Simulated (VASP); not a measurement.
Write the native input for VASP 6.6.1 that does the following.

- Task: single point
- Functional: LDA
- Potentials or basis: VASP PAW LDA potentials, release 64 (Cd, Ir)
- Cutoff: 520 eV
- k mesh: 6 × 6 × 6
- Occupations: fermi-dirac, width 0.1 eV
- Spin: no spin polarisation
- Dipole correction: no
- Further INCAR settings: ALGO = Normal; EDIFF = 1e-07; NBANDS = 30

The structure of Cd3Ir lies in POSCAR:

```
Cd3Ir
1.0
    4.2167040000      0.0000000000      0.0000000000
    0.0000000000      4.2167040000      0.0000000000
    0.0000000000      0.0000000000      4.2167040000
Cd Ir
3 1
Direct
    0.0000000000      0.5000000000      0.5000000000
    0.5000000000      0.0000000000      0.5000000000
    0.5000000000      0.5000000000      0.0000000000
    0.0000000000      0.0000000000      0.0000000000
```

These files were run (other wordings do the same):

INCAR

```
SYSTEM = Cd3Ir
PREC     = Accurate       ! precision mode
ENCUT    = 520            ! plane-wave cutoff, eV
EDIFF    = 1E-7           ! SCF threshold, eV
ISMEAR   = -1             ! smearing method
SIGMA    = 0.1            ! smearing width, eV
LREAL    = .FALSE.        ! projectors in reciprocal space
LASPH    = .TRUE.         ! aspherical terms in the spheres
NELM     = 60             ! most SCF steps
ALGO     = Normal         ! electronic algorithm
ISIF     = 2              ! what is computed and relaxed
LWAVE    = .FALSE.        ! write WAVECAR
LCHARG   = .FALSE.        ! write CHGCAR
GGA      = CA             ! functional
NBANDS   = 30             ! bands
```

KPOINTS

```
regular mesh
0
G
  6 6 6
  0 0 0
```

Potentials or basis: VASP PAW LDA potentials, release 64 (Cd, Ir).

The run is started by

```sh
$ cat potpaw_LDA.64/Cd/POTCAR potpaw_LDA.64/Ir/POTCAR > POTCAR
$ mpirun -np 1 vasp_std > vasp.out
```

Results of the run:

- Pressure: -9.8 GPa

Run time: 30 s on 1 thread of Intel Xeon 8259CL, with other jobs on the host, peak memory 0.18 GiB.
